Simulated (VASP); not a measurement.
# Al2O3 (P-4m2) in VASP: notebook, part 2 of 2

VASP 6.6.1.

### Step 6. Relaxation of cell and atoms, PBE

INCAR

```
PREC     = Accurate       # precision mode
ENCUT    = 600            # plane-wave cutoff, eV
EDIFF    = 1E-6           # SCF threshold, eV
ISMEAR   = 0              # smearing method
SIGMA    = 0.02           # smearing width, eV
LREAL    = False          # projectors in reciprocal space
LASPH    = True           # aspherical terms in the spheres
NELM     = 100            # most SCF steps
ALGO     = Normal         # electronic algorithm
ISIF     = 3              # what is computed and relaxed
LWAVE    = False          # write WAVECAR
LCHARG   = False          # write CHGCAR
GGA      = PE             # functional
IBRION   = 2              # ionic algorithm
NSW      = 100            # ionic steps
EDIFFG   = -0.01          # ionic threshold
```

KPOINTS

```
Automatic mesh
0
Gamma
  10 10 6
```

POSCAR

```
Al2O3
1.0
    2.7988444194      0.0000000000      0.0000000000
    0.0000000000      2.7988444194      0.0000000000
    0.0000000000      0.0000000000      6.2599944267
Al O
2 3
Direct
    0.0000000000      0.0000000000      0.5000000000
    0.5000000000      0.5000000000      0.0000000000
    0.0000000000      0.0000000000      0.0000000000
    0.0000000000      0.5000000000      0.3299721309
    0.5000000000      0.0000000000      0.6700278691
```

Potentials or basis: VASP PAW PBE potentials, release 64 (Al, O).

The run is started by

```sh
> cat potpaw_PBE.64/Al/POTCAR potpaw_PBE.64/O/POTCAR > POTCAR
> mpirun -np 1 vasp_std > vasp.out
```

OUTCAR:

```text
PREC = Accurate
   ENCUT = 600
   EDIFF = 1E-6
   ISMEAR = 0
   LREAL = False
   LASPH = True
   NELM = 100
   ISIF = 3
   GGA = PE
   IBRION = 2
   NSW = 100
   EDIFFG = -0.01

 ion  position               nearest neighbor table
   1  0.000  0.000  0.500-   4 1.76   5 1.76   4 1.76   5 1.76
   2  0.500  0.500  0.000-   3 1.98   3 1.98   3 1.98   3 1.98   5 2.50   5 2.50   4 2.50   4 2.50

   3  0.000  0.000  0.000-   2 1.98   2 1.98   2 1.98   2 1.98
   4  0.000  0.500  0.330-   1 1.76   1 1.76   2 2.50   2 2.50
   5  0.500  0.000  0.670-   1 1.76   1 1.76   2 2.50   2 2.50

  LATTYP: Found a simple tetragonal cell.
 ALAT       =     2.7988444194
 C/A-ratio  =     2.2366353711

  Lattice vectors:

 A1 = (   2.7988444194,   0.0000000000,   0.0000000000)
 A2 = (   0.0000000000,   2.7988444194,   0.0000000000)
[... 349 lines left out ...]

 E-fermi :   5.6244     XC(G=0): -10.9892

 val. band max:        5.5359946201   @ k =   0.5000   0.0000   0.5000
 cond. band min:       7.6441569439   @ k =   0.0000   0.0000   0.0000
 fundamental gap:      2.1081623238
 Fermi energy:         5.6243636505

 k-point     1 :       0.0000    0.0000    0.0000
  band No.  band energies     occupation
      1     -14.0694      2.00000
      2     -12.2084      2.00000
      3     -11.4152      2.00000
      4       0.6360      2.00000
      5       1.1920      2.00000
      6       2.0220      2.00000
[... 433 lines left out ...]
      3     -11.2152      2.00000
      4      -0.1838      2.00000
      5       0.4909      2.00000
      6       1.8940      2.00000
[... 8 lines left out ...]
     15      13.3102      0.00000
     16      14.8149      0.00000

 [... further k-points ...]

------------------------ aborting loop because EDIFF is reached ----------------------------------------

  FORCE on cell =-STRESS in cart. coord.  units (eV):
  Direction    XX          YY          ZZ          XY          YZ          ZX
  --------------------------------------------------------------------------------------
  -------------------------------------------------------------------------------------
  Total        0.0006675      0.0006675     -0.0017373      0.0000000     -0.0000000      0.0000000
  in kB        0.0218544      0.0218544     -0.0568800      0.0000000     -0.0000000      0.0000000
  external PRESSURE =      -0.0043904 kB  Pullay stress =       0.0000000 kB
[... 20 lines left out ...]
  FREE ENERGIE OF THE ION-ELECTRON SYSTEM (eV)
  ---------------------------------------------------
  free  energy   TOTEN  =       -34.2755792634 eV

  energy  without entropy=      -34.2755792634  energy(sigma->0) =      -34.27557926

 reached required accuracy - stopping structural energy minimisation
```

CONTCAR:

```text
Al2O3
   1.00000000000000
     2.7967002821495885    0.0000000000000000    0.0000000000000000
     0.0000000000000000    2.7967002821495885    0.0000000000000000
     0.0000000000000000    0.0000000000000000    6.2566523980674198
  Al              O
     2     3
Direct
     0.0000000000000000    0.0000000000000000    0.5000000000000000
     0.5000000000000000    0.5000000000000000    0.0000000000000000
     0.0000000000000000    0.0000000000000000    1.0000000000000000
     0.0000000000000000    0.5000000000000000    0.3296219968388361
     0.5000000000000000    0.0000000000000000    0.6703780031611638

  0.00000000E+00  0.00000000E+00  0.00000000E+00
  0.00000000E+00  0.00000000E+00  0.00000000E+00
  0.00000000E+00  0.00000000E+00  0.00000000E+00
  0.00000000E+00  0.00000000E+00  0.00000000E+00
  0.00000000E+00  0.00000000E+00  0.00000000E+00
```

Run time: 2.5 min. Hardware: 1 thread of Intel Xeon 8259CL, shared host; peak memory 0.21 GiB.

What came out:

- Free energy: -34.2756 eV
- Relaxed volume: 9.79 Å³/atom
- Relaxed cell: a = 2.797 Å, b = 2.797 Å, c = 6.257 Å, α = 90.00°, β = 90.00°, γ = 90.00°
- Space group after relaxing (to 0.1 Å): P-4m2 (No. 115)
- Energy gained by relaxing: 0.0 meV/atom
- Ionic steps: 5
- Pressure after relaxing: 0.0 GPa
- Band gap on the k mesh: 2.11 eV (least direct gap 2.30 eV)

The path:
```tsv
step	energy change (eV)	largest force (eV/Å)	pressure (GPa)	volume (Å³)
1	0.0000	0.0327	-0.27	49.04
2	-0.0001	0.0181	0.11	48.92
3	-0.0001	0.0191	0.08	48.93
4	-0.0002	0.0118	-0.04	48.94
5	-0.0002	0.0004	0.00	48.94
```

Final structure:
```
Al O
1.0
     2.79670    0.00000    0.00000
     0.00000    2.79670    0.00000
     0.00000    0.00000    6.25665
Al O
2 3
Direct
  0.00000 0.00000 0.50000
  0.50000 0.50000 0.00000
  0.00000 0.00000 0.00000
  0.00000 0.50000 0.32962
  0.50000 0.00000 0.67038
```

Levels at points of the mesh, in eV from the valence-band top:
```tsv
k point	band 9	band 10	band 11	band 12	band 13	band 14	band 15	band 16
(0.00, 0.00, 0.00)	-1.70	-0.29	-0.29	-0.19	2.11	6.14	6.87	9.13
(0.50, 0.00, 0.00)	-1.46	-1.36	-1.30	0.00	6.04	6.95	7.71	10.26
(0.50, 0.50, 0.00)	-2.09	-2.09	-1.95	-1.01	3.43	6.79	6.79	9.55
(0.00, 0.00, 0.50)	-1.78	-1.59	-0.23	-0.23	3.20	5.39	6.99	8.49
(0.50, 0.00, 0.50)	-2.24	-1.36	-0.51	0.00	6.59	7.01	7.45	10.02
(0.50, 0.50, 0.50)	-2.24	-1.97	-1.97	-1.39	3.98	6.22	6.22	8.53
```

A k mesh can miss the band edges.

### Step 7. Summary

| task | cell | k mesh | cutoff (eV) | smearing | gap on the mesh (eV) | pressure (GPa) | largest force (eV/Å) |
| --- | --- | --- | --- | --- | --- | --- | --- |
| single point | a = 2.800, b = 2.800, c = 6.252 Å, 5 atoms | 4 × 4 × 6 | 520 | gaussian 0.1 eV | 2.09 | 0.1 | 0.02 |
| single point | a = 2.799, b = 2.799, c = 6.260 Å, 5 atoms | 6 × 6 × 4 | 520 | gaussian 0.1 eV | 2.08 | 0.0 | 0.03 |
| single point | a = 2.798, b = 2.798, c = 6.261 Å, 5 atoms | 10 × 10 × 6 | 520 | gaussian 0.02 eV | 2.08 | 0.0 | 0.02 |
| relaxation of cell and atoms | relaxed from a = 2.800, b = 2.800, c = 6.252 Å, 5 atoms | 6 × 6 × 4 | 600 | gaussian 0.1 eV | 2.10 | -0.2 | 0.02 |
| relaxation of cell and atoms | relaxed from a = 2.799, b = 2.799, c = 6.260 Å, 5 atoms | 10 × 10 × 6 | 600 | gaussian 0.02 eV | 2.11 | 0.0 | - |

Alike in all rows: level PBE; potentials or basis VASP PAW PBE potentials, release 64 (Al, O); no spin polarisation.

Caveats: some runs use coarse meshes; the relaxation stopped at its first step, so nothing moved (at least some runs).

Absolute energies hang on the potentials; compare differences alone.
